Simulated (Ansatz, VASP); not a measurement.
# One calculation of BeS, two programs

```
Be S
1.0
     0.00000    2.46973    2.46973
     2.46973    0.00000    2.46973
     2.46973    2.46973    0.00000
Be S
1 1
Direct
  0.00000 0.00000 0.00000
  0.25000 0.25000 0.25000
```

Change from the starting cell: volume scaled by 1.04, PAW files.

Alike in both runs: task electric field gradients; functional PBE; k mesh 12 × 12 × 12; occupations fermi-dirac, width 0.05 eV; no spin polarisation.

```csv
,VASP,Ansatz
version,VASP 6.6.1,Ansatz 0.2.0
potentials or method,"VASP PAW PBE potentials, release 64 (Be, S)","PAW with Ansatz's default frozen-core files, scalar-relativistic"
plane-wave cutoff (eV),520,420
valence electrons in the cell,8,8
```

```csv
,VASP,Ansatz,Ansatz less VASP
gap on the k mesh at the Fermi level (eV),3.23,3.23,-0.001
pressure (GPa),-3.3,-3.3,-0.01
```
